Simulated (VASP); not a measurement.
Write the native input for VASP 6.6.1 that does the following.

| Property | Result |
| --- | --- |
| Task | single point |
| Functional | BLYP |
| Dispersion | D3(BJ) |
| Potentials or basis | VASP PAW PBE potentials, release 64 (C) |
| Cutoff | 520 eV |
| k mesh | 13 × 13 × 13 |
| Occupations | methfessel-paxton, width 0.15 eV |
| Spin | collinear spin, antiferromagnetic start |
| Starting moments | [0.5, -0.5] μB |
| Dipole correction | no |
| Further INCAR settings | ALGO = Normal; EDIFF = 1e-06; NBANDS = 15 |

The structure of C lies in POSCAR:

```
C
1.0
    0.0000000000      1.7833700000      1.7833700000
    1.7833700000      0.0000000000      1.7833700000
    1.7833700000      1.7833700000      0.0000000000
C
2
Direct
    0.7500000000      0.7500000000      0.7500000000
    0.5000000000      0.5000000000      0.5000000000
```

The input as run:

INCAR

```
  AGGAC = 1.0
  AGGAX = 1.0
  ALDAC = 0.0
  ALDAX = 1.0
  ALGO = Normal
  EDIFF = 1E-6
  ENCUT = 520
  GGA = B5
  ISIF = 2
  ISMEAR = 1
  ISPIN = 2
  IVDW = 12
  LASPH = True
  LCHARG = True
  LELF = True
  LORBIT = 11
  LREAL = False
  LVHAR = True
  LWAVE = False
  MAGMOM = 0.5 -0.5
  NBANDS = 15
  NELM = 150
  PREC = Accurate
  SIGMA = 0.15
  VDW_A1 = 0.4298
  VDW_A2 = 4.2359
  VDW_S6 = 1.0
  VDW_S8 = 2.6996
```

KPOINTS

```
k-points
0
Gamma
  13 13 13
```

Potentials or basis: VASP PAW PBE potentials, release 64 (C).

Run with:

```sh
$ cat potpaw_PBE.64/C/POTCAR > POTCAR
$ mpirun -np 1 vasp_std > vasp.out
```

Results of the run:

| Quantity | Value |
| --- | --- |
| Pressure | 1.5 GPa |
| Band gap on the k mesh | 4.47 eV, indirect (least direct gap 5.74 eV) |
| Net moment | 0.00 μB per cell |
| Valence electrons inside the program's atomic spheres | C 2.59 |
| Dispersion energy per atom | -0.369 eV |

Caveat: the PAW data sets were made with another functional, which shifts forces and pressure a little.

Run time: 22 s on 1 thread of Intel(R) Xeon(R) Platinum 8559C (Emerald Rapids), with other jobs on the host, peak memory 0.14 GiB.
